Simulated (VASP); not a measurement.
# C: single point with LDA

Crystal: C.

```xyz
2
Lattice="0.0000 1.7834 1.7834 1.7834 0.0000 1.7834 1.7834 1.7834 0.0000" Properties=species:S:1:pos:R:3 pbc="T T T"
C     0.0000    0.0000    0.0000
C     0.8917    0.8917    0.8917
```

```
Program             : VASP 6.6.1
Task                : single point
Functional          : LDA
Potentials or basis : VASP PAW LDA potentials, release 64 (C)
Cutoff              : 520 eV
k mesh              : 10 × 10 × 10
Occupations         : gaussian, width 0.01 eV
Spin                : no spin polarisation
```

The pressure is -11.6 GPa. The band gap on the k mesh is 4.13 eV, indirect (least direct gap 5.54 eV).

Levels at points of the mesh, in eV from the valence-band top:
```tsv
k point	band 1	band 2	band 3	band 4	band 5	band 6	band 7	band 8	band 9
(0.00, 0.00, 0.00)	-21.32	0.00	0.00	0.00	5.54	5.54	5.54	13.56	19.00
(0.50, 0.00, 0.00)	-15.48	-13.36	-2.79	-2.79	8.38	8.38	9.01	15.41	21.52
(0.50, 0.50, 0.00)	-12.61	-12.61	-6.29	-6.29	4.71	4.71	16.63	16.63	22.93
```

Wall time 8.3 s on 1 thread of AMD EPYC 7R43 64-Core Processor (Zen 3), with other jobs on the host, peak memory 0.08 GiB.

A k mesh can miss the band edges.
